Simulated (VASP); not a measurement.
**Ca: single point with LDA**

Crystal: Ca.

```xyz
3
Lattice="6.3009 0.0000 0.0000 -3.1504 5.4567 0.0000 0.0000 0.0000 3.7580" Properties=species:S:1:pos:R:3 pbc="T T T"
Ca   -3.1504    5.4567    0.0000
Ca    0.0000    3.6378    1.8790
Ca    3.1504    1.8189    1.8790
```

This isn't the form of Ca at room conditions, which is fcc.

```yaml
Program: VASP 6.6.1
Task: single point
Functional: LDA
Potentials_or_basis: VASP PAW LDA potentials, release 64 (Ca_sv)
Cutoff: 520 eV
k_mesh: 7 × 7 × 10
Occupations: fermi-dirac, width 0.1 eV
Spin: no spin polarisation
```

* Pressure: -1.8 GPa
* Band gap on the k mesh: zero (bands 15 and 16 overlap by 0.30 eV)

Stress tensor (GPa, compression positive):
```
-1.82  0.00  0.00
 0.00 -1.82  0.00
 0.00  0.00 -1.67
```

Levels at points of the mesh, in eV from the Fermi level:
```csv
k point,band 13,band 14,band 15,band 16,band 17,band 18
"(0.00, 0.00, 0.00)",-4.00,0.05,0.15,0.15,0.16,0.16
"(0.00, 0.00, 0.50)",-1.50,-1.13,0.22,0.22,0.35,0.35
```

It took 120 s on 1 thread of Intel(R) Xeon(R) Platinum 8488C (Sapphire Rapids), on a shared host, peak memory 0.25 GiB.
